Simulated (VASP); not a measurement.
# TiAl3 (Pm-3m) in VASP: notebook

Runs on TiAl3. Level: PBE. Tasks: single point, relaxation of cell and atoms.

Program: VASP 6.6.1. These are calculated values, not measurements. Logs are shortened: lines on timing, memory, paths and dates and some standing lists are left out, and cuts for length are marked.

## Step 1: The cell of the first run

It takes space group Pm-3m (No. 221, cubic). The conventional cell has a = 3.633 Å, b = 3.633 Å, c = 3.633 Å, α = 90.00°, β = 90.00°, γ = 90.00°. Within 3.4 Å of Ti (site symmetry m-3m) lie 12 Al at 2.57 Å. Al (site symmetry 4/mmm) has 4 Ti at 2.57 Å and 8 Al at 2.57 Å within 3.4 Å.

## Step 2: Single point, PBE

Input file INCAR:

```
SYSTEM = TiAl3
PREC     = Accurate       ! precision mode
ENCUT    = 520            ! plane-wave cutoff, eV
EDIFF    = 1E-7           ! SCF threshold, eV
ISMEAR   = 0              ! smearing method
SIGMA    = 0.1            ! smearing width, eV
LREAL    = .False.        ! projectors in reciprocal space
LASPH    = .True.         ! aspherical terms in the spheres
NELM     = 80             ! most SCF steps
ALGO     = Fast           ! electronic algorithm
ISIF     = 2              ! what is computed and relaxed
LWAVE    = .False.        ! write WAVECAR
LCHARG   = .True.         ! write CHGCAR
GGA      = PE             ! functional
LELF     = .True.         ! ELF
LVHAR    = .True.       
NBANDS   = 18             ! bands
```

Input file KPOINTS:

```
Automatic mesh
0
Gamma
  12 12 12
  0 0 0
```

Input file POSCAR:

```
TiAl3
1.0
    3.6329544473      0.0000000000      0.0000000000
    0.0000000000      3.6329544473      0.0000000000
    0.0000000000      0.0000000000      3.6329544473
Ti Al
1 3
Direct
    0.0000000000      0.0000000000      0.0000000000
    0.5000000000      0.5000000000      0.0000000000
    0.5000000000      0.0000000000      0.5000000000
    0.0000000000      0.5000000000      0.5000000000
```

Potentials or basis: VASP PAW PBE potentials, release 64 (Ti_sv, Al).

The run is started by

```console
$ cat potpaw_PBE.64/Ti_sv/POTCAR potpaw_PBE.64/Al/POTCAR > POTCAR
$ mpirun -np 1 vasp_std > vasp.out
```

OUTCAR:

```text
SYSTEM = TiAl3
   PREC = Accurate
   ENCUT = 520
   EDIFF = 1E-7
   ISMEAR = 0
   LREAL = .False.
   LASPH = .True.
   NELM = 80
   ISIF = 2
   GGA = PE

 ion  position               nearest neighbor table
   1  0.000  0.000  0.000-   2 2.57   3 2.57   4 2.57   3 2.57   4 2.57   2 2.57   4 2.57   4 2.57
                             2 2.57   3 2.57   3 2.57   2 2.57
   2  0.500  0.500  0.000-   1 2.57   3 2.57   4 2.57   3 2.57   4 2.57   1 2.57   3 2.57   3 2.57
                             1 2.57   4 2.57   4 2.57   1 2.57
   3  0.500  0.000  0.500-   1 2.57   2 2.57   4 2.57   1 2.57   2 2.57   2 2.57   4 2.57   2 2.57
                             1 2.57   4 2.57   1 2.57   4 2.57
   4  0.000  0.500  0.500-   1 2.57   2 2.57   3 2.57   1 2.57   2 2.57   1 2.57   3 2.57   1 2.57
                             2 2.57   3 2.57   2 2.57   3 2.57

  LATTYP: Found a simple cubic cell.
 ALAT       =     3.6329544473

  Lattice vectors:

 A1 = (   3.6329544473,   0.0000000000,   0.0000000000)
 A2 = (   0.0000000000,   3.6329544473,   0.0000000000)
 A3 = (   0.0000000000,   0.0000000000,   3.6329544473)

Analysis of symmetry for initial positions (statically):
=====================================================================
 Subroutine PRICEL returns:
 Original cell was already a primitive cell.

 Routine SETGRP: Setting up the symmetry group for a
 simple cubic supercell.

 Subroutine GETGRP returns: Found 48 space group operations
 (whereof 48 operations were pure point group operations)
 out of a pool of 48 trial point group operations.

The static configuration has the point symmetry O_h .

Analysis of symmetry for dynamics (positions and initial velocities):
=====================================================================
 Subroutine PRICEL returns:
 Original cell was already a primitive cell.

 Routine SETGRP: Setting up the symmetry group for a
 simple cubic supercell.

 Subroutine GETGRP returns: Found 48 space group operations
 (whereof 48 operations were pure point group operations)
 out of a pool of 48 trial point group operations.

The dynamic configuration has the point symmetry O_h .

 Subroutine INISYM returns: Found 48 space group operations
 (whereof 48 operations are pure point group operations),
 and found     1 'primitive' translations

----------------------------------------------------------------------------------------

                                     Primitive cell

  volume of cell :      47.9490

  direct lattice vectors                    reciprocal lattice vectors
     3.632954447  0.000000000  0.000000000     0.275258062  0.000000000  0.000000000
     0.000000000  3.632954447  0.000000000     0.000000000  0.275258062  0.000000000
     0.000000000  0.000000000  3.632954447     0.000000000  0.000000000  0.275258062

  length of vectors
     3.632954447  3.632954447  3.632954447     0.275258062  0.275258062  0.275258062

  position of ions in fractional coordinates (direct lattice)
     0.000000000  0.000000000  0.000000000
     0.500000000  0.500000000  0.000000000
     0.500000000  0.000000000  0.500000000
     0.000000000  0.500000000  0.500000000

  ion indices of the primitive-cell ions
   primitive index   ion index
                 1           1
                 2           2
                 3           3
                 4           4

----------------------------------------------------------------------------------------

 KPOINTS: Automatic mesh

Automatic generation of k-mesh.
 Grid dimensions read from file:
 generate k-points for:   12   12   12

 Generating k-lattice:

  Cartesian coordinates                     Fractional coordinates (reciprocal lattice)
     0.022938172  0.000000000  0.000000000     0.083333333  0.000000000  0.000000000
     0.000000000  0.022938172  0.000000000     0.000000000  0.083333333  0.000000000
     0.000000000  0.000000000  0.022938172     0.000000000  0.000000000  0.083333333

  Length of vectors
     0.022938172  0.022938172  0.022938172

  Shift w.r.t. Gamma in fractional coordinates (k-lattice)
     0.000000000  0.000000000  0.000000000

 Subroutine IBZKPT returns following result:
 ===========================================

 Found     84 irreducible k-points:

 Following reciprocal coordinates:
            Coordinates               Weight
  0.000000  0.000000  0.000000      1.000000
  0.083333  0.000000  0.000000      6.000000
  0.166667  0.000000  0.000000      6.000000
  0.250000  0.000000  0.000000      6.000000
  0.333333  0.000000  0.000000      6.000000
  0.416667  0.000000  0.000000      6.000000
[... 16 lines left out ...]
  0.333333  0.333333  0.000000     12.000000
  0.416667  0.333333  0.000000     24.000000
 [... further k-points ...]
   k-points           NKPTS =     84   k-points in BZ     NKDIM =     84   number of bands    NBANDS=     18
   number of dos      NEDOS =    301   number of ions     NIONS =      4
   total plane-waves  NPLWV =  21952
   dimension x,y,z NGX =    28 NGY =   28 NGZ =   28
   dimension x,y,z NGXF=    56 NGYF=   56 NGZF=   56
   ions per type =               1   3
   NGX,Y,Z   is equivalent  to a cutoff of  12.81, 12.81, 12.81 a.u.
   NGXF,Y,Z  is equivalent  to a cutoff of  25.63, 25.63, 25.63 a.u.
 SYSTEM =  TiAl3
   PREC   = accura    normal or accurate (medium, high low for compatibility)
   ISTART =      0    job   : 0-new  1-cont  2-samecut
   ICHARG =      2    charge: 1-file 2-atom 10-const
   ISPIN  =      1    spin polarized calculation?
   LNONCOLLINEAR =      F non collinear calculations
   LSORBIT =      F    spin-orbit coupling
   LASPH  =      T    aspherical Exc in radial PAW
   ENCUT  =  520.0 eV  38.22 Ry    6.18 a.u.   6.75  6.75  6.75*2*pi/ulx,y,z
   NELM   =     80;   NELMIN=  2; NELMDL= -5     # of ELM steps
   EDIFF  = 0.1E-06   stopping-criterion for ELM
   LREAL  =      F    real-space projection
   EDIFFG = 0.1E-05   stopping-criterion for IOM
   NSW    =      0    number of steps for IOM
   IBRION =     -1    ionic relax: 0-MD 1-quasi-New 2-CG
   NFREE  =      0    steps in history (QN), initial steepest desc. (CG)
   ISIF   =      2    stress and relaxation
   ISYM   =      2    0-nonsym 1-usesym 2-fastsym
   POTIM  = 0.5000    time-step for ionic-motion
   TEBEG  =    0.0;   TEEND  =   0.0 temperature during run
   PSTRESS=    0.0 pullay stress
   NELECT =      21.0000    total number of electrons
   NUPDOWN=      -1.0000    fix difference up-down
   EMIN   =  10.00;   EMAX   =-10.00  energy-range for DOS
   EFERMI =   0.00;   METHOD = LEGACY
   ISMEAR =     0;   SIGMA  =   0.10  broadening in eV -4-tet -1-fermi 0-gaus
   EFERMI_NEDOS =   21; number of points for ismear=-14 and -15
   IALGO  =     68    algorithm
   IMIX   =      4    mixing-type and parameters
     AMIX     =   0.40;   BMIX     =  1.00
     AMIX_MAG =   1.60;   BMIX_MAG =  1.00
  volume/ion in A,a.u.               =      11.99        80.89
  Fermi-wavevector in a.u.,A,eV,Ry     =   1.243239  2.349381 21.029754  1.545643
  Thomas-Fermi vector in A             =   2.377559
   LORBIT       =      0    0 simple, 1 ext, 2 COOP (PROOUT), +10 PAW based schemes
   GGA     = PE    functional components
   LHFCALC =     F    Hartree Fock is set to
   AEXX    =    0.0000 exact exchange contribution
   IVDW    =     0    specifies the selected vdW correction
   LEPSILON=     F    determine dielectric tensor
   LRPA    =     F    only Hartree local field effects (RPA)
 non-spin polarized calculation
 RMM-DIIS sequential band-by-band and
 Gauss-broadening in eV      SIGMA  =   0.10
  energy-cutoff  :      520.00
  volume of cell :       47.95
 maximum number of plane-waves:      1328
 NGX is ok and might be reduce to    28
   NGX = 13   NGY = 13   NGZ = 13

 number of electron      20.9999998 magnetization

 Free energy of the ion-electron system (eV)
  ---------------------------------------------------
  ext. energy  EPLUGINS =         0.00000000
  ---------------------------------------------------
  free energy    TOTEN  =       -18.67304670 eV

  energy without entropy =      -18.66266330  energy(sigma->0) =      -18.66785500

 E-fermi :  12.1732     XC(G=0): -11.9038

 val. band max:       12.1587112540   @ k =   0.4167   0.0833   0.0000
 cond. band min:      12.1769199720   @ k =   0.3333   0.3333   0.1667
 fundamental gap:      0.0182087180
 Fermi energy:        12.1731893930

 k-point     1 :       0.0000    0.0000    0.0000
  band No.  band energies     occupation
      1     -44.1735      2.00000
      2     -20.5670      2.00000
      3     -20.5670      2.00000
      4     -20.5670      2.00000
      5      -0.2176      2.00000
      6       8.4086      2.00000
[... 10 lines left out ...]
     17      19.3155      0.00000
     18      19.3155      0.00000

 k-point     2 :       0.0833    0.0000    0.0000
  band No.  band energies     occupation
      1     -44.1733      2.00000
      2     -20.5715      2.00000
      3     -20.5667      2.00000
      4     -20.5667      2.00000
      5      -0.1351      2.00000
      6       7.9404      2.00000
[... 10 lines left out ...]
     17      19.2061      0.00000
     18      19.2111      0.00000

 k-point     3 :       0.1667    0.0000    0.0000
  band No.  band energies     occupation
      1     -44.1726      2.00000
      2     -20.5837      2.00000
      3     -20.5659      2.00000
      4     -20.5659      2.00000
      5       0.1103      2.00000
      6       6.9476      2.00000
[... 10 lines left out ...]
     17      18.6785      0.00000
     18      18.6785      0.00000

 k-point     4 :       0.2500    0.0000    0.0000
  band No.  band energies     occupation
      1     -44.1718      2.00000
      2     -20.6004      2.00000
      3     -20.5649      2.00000
      4     -20.5649      2.00000
      5       0.5120      2.00000
      6       5.8249      2.00000
[... 10 lines left out ...]
     17      17.8746      0.00000
     18      18.9632      0.00000

 k-point     5 :       0.3333    0.0000    0.0000
  band No.  band energies     occupation
      1     -44.1709      2.00000
      2     -20.6170      2.00000
      3     -20.5638      2.00000
      4     -20.5638      2.00000
      5       1.0570      2.00000
      6       4.7219      2.00000
[... 10 lines left out ...]
     17      17.1121      0.00000
     18      19.4994      0.00000

 k-point     6 :       0.4167    0.0000    0.0000
  band No.  band energies     occupation
      1     -44.1702      2.00000
      2     -20.6291      2.00000
      3     -20.5630      2.00000
      4     -20.5630      2.00000
      5       1.7114      2.00000
      6       3.7209      2.00000
[... 307 lines left out ...]
 k-point    21 :       0.4167    0.2500    0.0000
  band No.  band energies     occupation
      1     -44.1686      2.00000
      2     -20.6245      2.00000
      3     -20.5938      2.00000
      4     -20.5609      2.00000
      5       2.3120      2.00000
      6       4.3735      2.00000
[... 10 lines left out ...]
     17      18.3601      0.00000
     18      18.8522      0.00000

 k-point    22 :       0.5000    0.2500    0.0000
  band No.  band energies     occupation
      1     -44.1684      2.00000
      2     -20.6287      2.00000
      3     -20.5934      2.00000
      4     -20.5606      2.00000
      5       2.7160      2.00000
      6       3.8575      2.00000
[... 10 lines left out ...]
     17      18.4930      0.00000
     18      18.6881      0.00000

 k-point    23 :       0.3333    0.3333    0.0000
  band No.  band energies     occupation
      1     -44.1684      2.00000
      2     -20.6118      2.00000
      3     -20.6097      2.00000
      4     -20.5606      2.00000
      5       2.1949      2.00000
      6       5.5646      2.00000
[... 10 lines left out ...]
     17      17.6038      0.00000
     18      19.2407      0.00000

 k-point    24 :       0.4167    0.3333    0.0000
  band No.  band energies     occupation
      1     -44.1678      2.00000
      2     -20.6221      2.00000
      3     -20.6092      2.00000
      4     -20.5598      2.00000
      5       2.7419      2.00000
      6       4.8444      2.00000
[... 10 lines left out ...]
     17      17.5440      0.00000
     18      19.7633      0.00000

 [... further k-points ...]
[... 5 lines left out ...]
  --------------------------------------------------------------------------------------
  -------------------------------------------------------------------------------------
  Total       14.9476318     14.9476318     14.9476318     -0.0000000     -0.0000000      0.0000000
  in kB      499.4627657    499.4627657    499.4627657     -0.0000000     -0.0000000      0.0000000
  external PRESSURE =     499.4627657 kB  Pullay stress =       0.0000000 kB

 VOLUME and BASIS-vectors are now :
 -----------------------------------------------------------------------------
  energy-cutoff  :      520.00
  volume of cell :       47.95
      direct lattice vectors                 reciprocal lattice vectors
     3.632954447  0.000000000  0.000000000     0.275258062  0.000000000  0.000000000
     0.000000000  3.632954447  0.000000000     0.000000000  0.275258062  0.000000000
     0.000000000  0.000000000  3.632954447     0.000000000  0.000000000  0.275258062

 POSITION                                       TOTAL-FORCE (eV/Angst)
 -----------------------------------------------------------------------------------
      0.00000      0.00000      0.00000         0.000000      0.000000      0.000000
      1.81648      1.81648      0.00000         0.000000      0.000000      0.000000
      1.81648      0.00000      1.81648         0.000000      0.000000      0.000000
      0.00000      1.81648      1.81648         0.000000      0.000000      0.000000
 -----------------------------------------------------------------------------------
    total drift:                               -0.000000     -0.000000     -0.000000

  FREE ENERGIE OF THE ION-ELECTRON SYSTEM (eV)
  ---------------------------------------------------
  free  energy   TOTEN  =       -18.6730467009 eV

  energy  without entropy=      -18.6626632975  energy(sigma->0) =      -18.66785500
```

It took 4.2 min on 1 thread of Intel Xeon 8259CL, shared host; peak memory 0.2 GiB.

Results:

| Property | Result |
| --- | --- |
| Free energy | -18.6730 eV |
| Pressure | 49.9 GPa |
| Band gap on the k mesh | zero (an odd number of electrons rules out a gap without spin polarisation) |

Levels at points of the mesh, in eV from the Fermi level:
| k point | band 8 | band 9 | band 10 | band 11 | band 12 | band 13 |
| --- | --- | --- | --- | --- | --- | --- |
| (0.00, 0.00, 0.00) | -2.30 | -2.30 | -2.30 | 0.07 | 0.07 | 0.07 |
| (0.50, 0.00, 0.00) | -2.82 | -2.82 | 0.47 | 0.88 | 1.10 | 1.10 |
| (0.50, 0.50, 0.00) | -5.84 | -1.62 | -1.62 | 0.74 | 1.11 | 1.27 |
| (0.50, 0.50, 0.50) | -5.79 | -3.84 | -3.84 | -3.84 | 0.72 | 1.68 |

Caveat: the cell stands under pressure.

## Step 3: Single point, PBE

This run uses another cell than the first one, of 13.32 Å³/atom.

Input file INCAR:

```
SYSTEM = TiAl3
PREC = Accurate
ENCUT = 520
EDIFF = 1E-7
ISMEAR = 0
SIGMA = 0.1
LREAL = .FALSE.
LASPH = .TRUE.
NELM = 60
ALGO = Fast
ISIF = 2
LWAVE = .FALSE.
LCHARG = .TRUE.
GGA = PE
LELF = .TRUE.
LVHAR = .TRUE.
NBANDS = 18
```

Input file KPOINTS:

```
Automatic mesh
0
G
  12 12 12
  0 0 0
```

Input file POSCAR:

```
TiAl3
1.0
    3.7629230195      0.0000000000      0.0000000000
    0.0000000000      3.7629230195      0.0000000000
    0.0000000000      0.0000000000      3.7629230195
Ti Al
1 3
Direct
    0.0000000000      0.0000000000      0.0000000000
    0.5000000000      0.5000000000      0.0000000000
    0.5000000000      0.0000000000      0.5000000000
    0.0000000000      0.5000000000      0.5000000000
```

Potentials or basis: VASP PAW PBE potentials, release 64 (Ti_sv, Al).

The run is started by

```console
$ cat potpaw_PBE.64/Ti_sv/POTCAR potpaw_PBE.64/Al/POTCAR > POTCAR
$ mpirun -np 1 vasp_std > vasp.out
```

Run time: 4.5 min. Hardware: 1 thread of Intel Xeon 8259CL, shared host; peak memory 0.21 GiB.

Results (log left out):

| Item | Value |
| --- | --- |
| Free energy | -19.8898 eV |
| Pressure | 25.0 GPa |
| Band gap on the k mesh | zero (an odd number of electrons rules out a gap without spin polarisation) |

Levels at points of the mesh, in eV from the Fermi level:
```csv
k point,band 8,band 9,band 10,band 11,band 12,band 13
"(0.00, 0.00, 0.00)",-2.29,-2.29,-2.29,0.10,0.10,0.10
"(0.50, 0.00, 0.00)",-2.60,-2.60,0.44,0.90,0.90,0.92
"(0.50, 0.50, 0.00)",-5.53,-1.48,-1.48,0.69,1.08,1.09
"(0.50, 0.50, 0.50)",-5.53,-3.76,-3.76,-3.76,0.46,1.47
```

Caveat: the cell stands under pressure.

## Step 4: Relaxation of cell and atoms, PBE, target pressure 12 GPa, at which the enthalpy is minimised

This run uses another cell than the first one, of 14.32 Å³/atom.

Input file INCAR:

```
SYSTEM = TiAl3
ALGO = Normal ; EDIFF = 1E-6
EDIFFG = -0.008 ; ENCUT = 600
GGA = PE ; IBRION = 2
ISIF = 3 ; ISMEAR = 0
LASPH = .True. ; LCHARG = .False.
LREAL = .False. ; LWAVE = .False.
NELM = 80 ; NSW = 70
PREC = Accurate ; PSTRESS = 120.0
SIGMA = 0.1
```

Input file KPOINTS:

```
k-points
0
Gamma
  10 10 10
  0 0 0
```

Input file POSCAR:

```
TiAl3
1.0
    3.8547878362      0.0000000000      0.0000000000
    0.0000000000      3.8547878362      0.0000000000
    0.0000000000      0.0000000000      3.8547878362
Ti Al
1 3
Direct
    0.0000000000      0.0000000000      0.0000000000
    0.5000000000      0.5000000000      0.0000000000
    0.5000000000      0.0000000000      0.5000000000
    0.0000000000      0.5000000000      0.5000000000
```

The run is started by

```console
$ cat potpaw_PBE.64/Ti_sv/POTCAR potpaw_PBE.64/Al/POTCAR > POTCAR
$ mpirun -np 1 vasp_std > vasp.out
```

It took 1.8 min on 1 thread of Intel Xeon 8259CL, shared host; peak memory 0.22 GiB.

The run converged. Its results:

```yaml
Free_energy: -20.3598 eV
Relaxed_volume: 14.35 Å³/atom
Relaxed_cell: a = 3.857 Å, b = 3.857 Å, c = 3.857 Å, α = 90.00°, β = 90.00°, γ = 90.00°
Space_group_after_relaxing_to_0.1_Å: Pm-3m (No. 221)
Energy_change_on_relaxing_the_run_minimises_the_enthalpy: -2.1 meV/atom
Ionic_steps: 3
Pressure_after_relaxing: 12.0 GPa
Band_gap_on_the_k_mesh: zero (an odd number of electrons rules out a gap without spin polarisation)
```

The path:
| step | energy change (eV) | largest force (eV/Å) | pressure (GPa) | volume (Å³) |
| --- | --- | --- | --- | --- |
| 1 | 0.0000 | 0.0000 | 12.27 | 57.28 |
| 2 | -0.0149 | 0.0000 | 11.79 | 57.48 |
| 3 | -0.0085 | 0.0000 | 12.00 | 57.39 |

Final structure:
```cif
data_structure
_symmetry_space_group_name_H-M 'P 1'
_symmetry_Int_Tables_number 1
_cell_length_a 3.8573
_cell_length_b 3.8573
_cell_length_c 3.8573
_cell_angle_alpha 90.000
_cell_angle_beta 90.000
_cell_angle_gamma 90.000
_cell_volume 57.39
loop_
_atom_site_label
_atom_site_type_symbol
_atom_site_fract_x
_atom_site_fract_y
_atom_site_fract_z
_atom_site_occupancy
Ti1 Ti 0.00000 0.00000 0.00000 1
Al1 Al 0.50000 0.50000 0.00000 1
Al2 Al 0.50000 0.00000 0.50000 1
Al3 Al 0.00000 0.50000 0.50000 1
```

Levels at points of the mesh, in eV from the Fermi level:
| k point | band 7 | band 8 | band 9 | band 10 | band 11 | band 12 | band 13 | band 14 |
| --- | --- | --- | --- | --- | --- | --- | --- | --- |
| (0.00, 0.00, 0.00) | -3.31 | -2.28 | -2.28 | -2.28 | 0.10 | 0.10 | 0.10 | 0.62 |
| (0.50, 0.00, 0.00) | -2.47 | -2.47 | -2.43 | 0.39 | 0.78 | 0.78 | 0.93 | 1.05 |
| (0.50, 0.50, 0.00) | -6.36 | -5.32 | -1.40 | -1.40 | 0.63 | 0.96 | 1.05 | 1.26 |
| (0.50, 0.50, 0.50) | -5.38 | -5.34 | -3.68 | -3.68 | -3.68 | 0.30 | 1.32 | 1.32 |

Caveat: the cell is relaxed towards a set pressure, so the run minimises the enthalpy, not the energy.

(Continued in part 2 of 2.)

The gap in the log of VASP goes by the Fermi energy; the results here count the filled bands.